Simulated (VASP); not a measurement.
A run of VASP 6.6.1:

The input INCAR:

```
PREC = Accurate ; ENCUT = 520
EDIFF = 1E-6 ; ISMEAR = 0
SIGMA = 0.02 ; LREAL = F
LASPH = T ; NELM = 60
ALGO = Normal ; ISIF = 2
LWAVE = F ; LCHARG = T
LELF = T ; LVHAR = T
NBANDS = 21
```

Contents of KPOINTS:

```
regular mesh
0
Gamma
  8 8 6
```

POSCAR

```
AlGaN2
1.0
    3.0529807377      0.0000000000      0.0000000000
    0.0000000000      3.0529807377      0.0000000000
    0.0000000000      0.0000000000      4.4369421548
Al Ga N
1 1 2
Direct
    0.5000000000      0.5000000000      0.5000000000
    0.0000000000      0.0000000000      0.0000000000
    0.5000000000      0.0000000000      0.7400513253
    0.0000000000      0.5000000000      0.2599486747
```

Potentials or basis: VASP PAW LDA potentials, release 64 (Al, Ga_d, N).

Launch:

```bash
$ cat potpaw_LDA.64/Al/POTCAR potpaw_LDA.64/Ga_d/POTCAR potpaw_LDA.64/N/POTCAR > POTCAR
$ mpirun -np 1 vasp_std > vasp.out
```

Hardware: 1 thread of Intel(R) Xeon(R) Platinum 8488C (Sapphire Rapids), with other jobs on the host.

**Question.** How long does it take, and how much memory?

**Answer.** It took 20 s on 1 thread of Intel(R) Xeon(R) Platinum 8488C (Sapphire Rapids), with other jobs on the host, peak memory 0.17 GiB. Counts: scf iterations 13, k points 60.
